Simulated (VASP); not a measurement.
HPbNO4:

```xyz
7
Lattice="4.2753 -0.0004 0.0064 -2.0840 5.2077 -0.0491 -2.1238 -1.8657 4.9149" Properties=species:S:1:pos:R:3 pbc="T T T"
H     2.2338   -1.5247    4.4769
Pb    0.1373    4.0030    0.6652
N    -2.0197    1.5311    2.4473
O     2.2736    4.7756    0.1022
O    -1.9905    2.6889    2.9560
O     2.2225    1.4102    1.1945
O    -2.0163    0.5081    3.1892
```

Base run:

```yaml
Program: VASP 6.6.1
Functional: RPBE
Potentials_or_basis: VASP PAW PBE potentials, release 64 (H, Pb_d, N, O)
Cutoff: 520 eV
k_mesh: 8 × 6 × 6
Occupations: fermi-dirac, width 0.05 eV
Spin: no spin polarisation
```

Its results: band gap on the k mesh 2.83 eV (least direct gap 3.16 eV); pressure 3.0 GPa; largest force 0.700 eV/Å.

After a change of settings the same cell gave: band gap on the k mesh 2.93 eV (least direct gap 3.14 eV); pressure 0.6 GPa; largest force 0.387 eV/Å. Which change was it?
A. functional from RPBE to LDA; potentials or basis from VASP PAW PBE potentials, release 64 (H, Pb_d, N, O) to VASP PAW LDA potentials, release 64 (H, Pb_d, N, O)
B. functional from RPBE to PBE; k mesh from 8 × 6 × 6 to 5 × 4 × 4
C. functional from RPBE to BLYP
D. functional from RPBE to revPBE

B.

Caveats: spin-orbit coupling is left out, which moves the levels of the heavy elements; the PAW data sets were made with another functional, which shifts forces and pressure a little (at least some runs).
